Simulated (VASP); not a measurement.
The system is TeOs.

```
Te Os
1.0
     3.59556    0.00000    0.00000
     0.00000    3.59556    0.00000
     0.00000    0.00000    3.59556
Te Os
1 1
Direct
  0.00000 0.00000 0.00000
  0.50000 0.50000 0.50000
```

| Item | Value |
| --- | --- |
| Program | VASP 6.6.1 |
| Task | relaxation of cell and atoms |
| Functional | PBE |
| Potentials or basis | VASP PAW PBE potentials, release 64 (Te, Os) |
| Cutoff | 600 eV |
| k mesh | 6 × 6 × 6 |
| Occupations | gaussian, width 0.1 eV |
| Spin | no spin polarisation |

At the start: pressure -21.7 GPa; volume 23.24 Å³/atom.

Where does the relaxation end?

Over 5 steps the energy falls by 400.3 meV/atom and the volume is 18.46 Å³/atom (-20.6 %); space group Pm-3m (No. 221, to 0.05 Å).

The path:
```csv
step,energy change (eV),largest force (eV/Å),pressure (GPa),volume (Å³)
1,0.0000,0.0000,-21.67,46.48
2,1.0162,0.0000,88.41,28.38
3,-0.7950,0.0000,-2.75,37.55
4,-0.7998,0.0000,-1.05,37.16
5,-0.8006,0.0000,0.02,36.92
```

Final structure:
```yaml
crystal:
  lattice:
    - [3.32988, 0.00000, 0.00000]
    - [0.00000, 3.32988, 0.00000]
    - [0.00000, 0.00000, 3.32988]
  atoms:
    - { symbol: Te, position: [0.00000, 0.00000, 0.00000] }
    - { symbol: Os, position: [0.50000, 0.50000, 0.50000] }
```

Caveat: the volume moved by over 15 % at a fixed basis, so the end points are rough.
